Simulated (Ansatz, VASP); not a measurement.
## Two plane-wave programs on Cd3Hg2S5

File INCAR:

```
  PREC = Accurate
  ENCUT = 520
  EDIFF = 1E-6
  ISMEAR = 0
  SIGMA = 0.1
  LREAL = F
  LASPH = T
  NELM = 60
  ALGO = Normal
  ISIF = 2
  LWAVE = F
  LCHARG = T
  GGA = PE
  LELF = T
  LVHAR = T
  NBANDS = 56
```

KPOINTS

```
Automatic mesh
0
Gamma
  4 4 4
```

The input POSCAR:

```
Cd3Hg2S5
1.0
    0.0000000000     -4.2117333049      0.0000000000
    4.2117333049      0.0000000000      0.0000000000
   -2.1058666524      2.1058666524     14.8516018889
Cd Hg S
3 2 5
Direct
    0.7004078175      0.7004078175      0.4008156351
    0.2995921825      0.2995921825      0.5991843649
    0.5000000000      0.5000000000      0.0000000000
    0.8997763741      0.8997763741      0.7995527483
    0.1002236259      0.1002236259      0.2004472517
    0.2500000000      0.7500000000      0.5000000000
    0.8489865962      0.3489865962      0.6979731925
    0.4505854328      0.9505854328      0.9011708656
    0.0494145672      0.5494145672      0.0988291344
    0.6510134038      0.1510134038      0.3020268075
```

Input for Ansatz:

```yaml
crystal:
  lattice:
    - [0.0, -4.2117333049, 0.0]
    - [4.2117333049, 0.0, 0.0]
    - [-2.1058666524, 2.1058666524, 14.8516018889]
  atoms:
    - { symbol: Cd, position: [0.7004078175, 0.7004078175, 0.4008156351] }
    - { symbol: Cd, position: [0.2995921825, 0.2995921825, 0.5991843649] }
    - { symbol: Cd, position: [0.5, 0.5, 0.0] }
    - { symbol: Hg, position: [0.8997763741, 0.8997763741, 0.7995527483] }
    - { symbol: Hg, position: [0.1002236259, 0.1002236259, 0.2004472517] }
    - { symbol: S, position: [0.25, 0.75, 0.5] }
    - { symbol: S, position: [0.8489865962, 0.3489865962, 0.6979731925] }
    - { symbol: S, position: [0.4505854328, 0.9505854328, 0.9011708656] }
    - { symbol: S, position: [0.0494145672, 0.5494145672, 0.0988291344] }
    - { symbol: S, position: [0.6510134038, 0.1510134038, 0.3020268075] }
basis:
  ecutwfc: 420
kpoints:
  mp_grid: { grid: [4, 4, 4] }
hamiltonian:
  xc: pbe
scf:
  occupations: { method: gaussian, width: 0.1 }
  lower_state_search: "off"
output:
  forces: true
  stress: true
  eigenvalues: true
```

Alike in both runs: task single point; functional PBE; k mesh 4 × 4 × 4; occupations gaussian, width 0.1 eV; no spin polarisation.

|  | VASP | Ansatz |
| --- | --- | --- |
| version | VASP 6.6.1 | Ansatz 0.2.0 |
| potentials or method | VASP PAW PBE potentials, release 64 (Cd, Hg, S), cutoff 520 eV | scalar-relativistic, plane waves, PAW |
| valence electrons in the cell | 90 | 130 |

|  | VASP | Ansatz | Ansatz less VASP |
| --- | --- | --- | --- |
| gap on the k mesh at the Fermi level (eV) | 0.36 | 0.36 | 0.000 |
| least direct gap on the mesh (eV) | 0.36 | 0.36 | 0.000 |
| pressure (GPa) | 0.3 | 0.1 | -0.27 |
| traceless stress, the component that is largest in VASP (GPa) | -0.11 | -0.11 | +0.001 |
| rms of the force components (eV/Å) | 0.006 | 0.007 | +0.0006 |

Atom by atom the forces differ by 0.001 eV/Å (rms over components). With one functional, cell and mesh, what is left measures potentials, basis and numerics. VASP's potentials hold 90 valence electrons a cell and Ansatz's 130, so a difference there can come from the potentials and not from the codes.

Neither program's run includes spin-orbit coupling.
